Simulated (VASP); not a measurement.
Write the native input for VASP 6.6.1 that does the following.

- Task: single point
- Functional: LDA
- Potentials or basis: VASP PAW LDA potentials, release 64 (Pt)
- Cutoff: 520 eV
- k mesh: 24 × 24 × 24
- Occupations: gaussian, width 0.15 eV
- Spin: no spin polarisation
- Dipole correction: no
- Further INCAR settings: ALGO = Fast; EDIFF = 1e-06; NBANDS = 11

The structure of Pt lies in POSCAR:

```
Pt
1.0
   -1.4114506192      1.4114506192      1.9957911756
    1.4114506192     -1.4114506192      1.9957911756
    1.4114506192      1.4114506192     -1.9957911756
Pt
1
Direct
    0.0000000000      0.0000000000      0.0000000000
```

This cell differs from its parent crystal: ratio of the length along z to the lengths across it x 1.414, volume and fractional coordinates fixed.

These files were run (other wordings do the same):

INCAR

```
SYSTEM = Pt
PREC = Accurate
ENCUT = 520
EDIFF = 1E-6
ISMEAR = 0
SIGMA = 0.15
LREAL = .FALSE.
LASPH = .TRUE.
NELM = 60
ALGO = Fast
ISIF = 2
LWAVE = .FALSE.
LCHARG = .FALSE.
GGA = CA
NBANDS = 11
```

KPOINTS

```
Automatic mesh
0
G
  24 24 24
  0 0 0
```

Potentials or basis: VASP PAW LDA potentials, release 64 (Pt).

Launch:

```bash
$ cat potpaw_LDA.64/Pt/POTCAR > POTCAR
$ mpirun -np 1 vasp_std > vasp.out
```

It gave:

| Item | Value |
| --- | --- |
| Pressure | -18.1 GPa |
| Band gap on the k mesh | zero (bands 5 and 6 overlap by 2.02 eV) |

Caveat: the cell stands under tension; spin-orbit coupling is left out, which moves the levels of the heavy elements.

Wall time 53 s on 1 thread of Intel(R) Xeon(R) 6975P-C (Granite Rapids) (shared host), peak memory 0.29 GiB.
